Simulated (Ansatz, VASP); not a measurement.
# C in VASP and in Ansatz

```
C
1.0
     0.00000    1.78340    1.76557
     1.78340    0.00000    1.76557
     1.78340    1.78340    0.00000
C
2
Direct
  0.50000 0.50000 0.50000
  0.75000 0.75000 0.75000
```

Change from the starting cell: zz strain of -1 %.

Alike in both runs: task single point; functional PBE; k mesh 20 × 20 × 20; occupations fermi-dirac, width 0.08 eV; no spin polarisation.

|  | VASP | Ansatz |
| --- | --- | --- |
| version | VASP 6.6.1 | Ansatz 0.2.0 |
| potentials or method | VASP PAW PBE potentials, release 64 (C), cutoff 520 eV | all-electron LAPW, scalar-relativistic |

```tsv
	VASP	Ansatz	Ansatz less VASP
gap on the k mesh at the Fermi level (eV)	3.90	3.91	+0.009
pressure (GPa)	7.0	6.2	-0.74
traceless stress, the component that is largest in VASP (GPa)	6.23	6.24	+0.010
```

Ansatz ran all-electron here, and VASP with PAW potentials.
